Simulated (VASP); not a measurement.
Ag:

```
Ag
1.0
     0.00000    2.03426    2.03426
     2.03426    0.00000    2.03426
     2.03426    2.03426    0.00000
Ag
1
Direct
  0.00000 0.00000 0.00000
```

Base run:

```yaml
Program: VASP 6.6.1
Functional: PBEsol
Potentials_or_basis: VASP PAW PBE potentials, release 64 (Ag)
Cutoff: 520 eV
k_mesh: 8 × 8 × 8
Occupations: fermi-dirac, width 0.1 eV
Spin: no spin polarisation
Hubbard_terms: Ag d U = 6.0 eV
```

Its results: pressure -3.0 GPa.

Question: The run is repeated on the same cell with these changes: hubbard terms from Ag d U = 6.0 eV to none; further incar settings from ALGO = Normal; EDIFF = 1e-07; NBANDS = 12 to ALGO = Normal; EDIFF = 1e-06; NBANDS = 12. What comes out?

Answer: Pressure -0.8 GPa.

Caveats: the PAW data sets were made with another functional, which shifts forces and pressure a little; U without spin polarisation on a metal has little footing (some runs); the U is typed as a test and isn't derived for this compound (some runs).
